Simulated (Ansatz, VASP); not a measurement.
**Al3SiNO: VASP beside Ansatz**

```xyz
6
Lattice="4.8097 0.0000 0.0000 0.0000 3.9209 0.0000 -2.3512 0.0000 4.3164" Properties=species:S:1:pos:R:3 pbc="T T T"
Al    0.0368    0.0000    2.8133
Al    2.4217    0.0000    1.5031
Al    1.2293    1.9605    2.1582
Si    2.4049    1.9605    0.0000
N     0.0000    0.0000    0.0000
O    -1.1756    1.9605    2.1582
```

Change from the starting cell: species swapped into the DyGaFeCo3 type (P2/m, No. 10).

Alike in both runs: task single point; functional PBE; k mesh 4 × 4 × 4; occupations gaussian, width 0.1 eV; collinear spin.

|  | VASP | Ansatz |
| --- | --- | --- |
| version | VASP 6.6.1 | Ansatz 0.2.0 |
| potentials or method | VASP PAW PBE potentials, release 64 (Al, Si, N, O), cutoff 520 eV | scalar-relativistic, plane waves, PAW |
| valence electrons in the cell | 24 | 24 |

VASP gave:

| Quantity | Value |
| --- | --- |
| gap on the k mesh at the Fermi level (eV) | none |
| pressure (GPa) | 7.3 |
| traceless stress, the component that is largest in VASP (GPa) | 17.53 |
| rms of the force components (eV/Å) | 0.561 |
| net moment per atom (μB) | 0.12 |
| size of the moment on the site where the two differ most (μB) | 0.58 |

Problem. Which values does Ansatz return?

Solution. gap on the k mesh at the Fermi level (eV): none; pressure (GPa): 7.3; traceless stress, the component that is largest in VASP (GPa): 17.55; rms of the force components (eV/Å): 0.560; net moment per atom (μB): 0.12; size of the moment on the site where the two differ most (μB): 0.79.

Site moments also hang on the region over which each program counts them. Atom by atom the forces differ by 0.001 eV/Å (rms over components). A gap of «none» marks a metal or a gap that the smearing closes.

The k mesh is coarse, so the values compare programs but aren't converged.
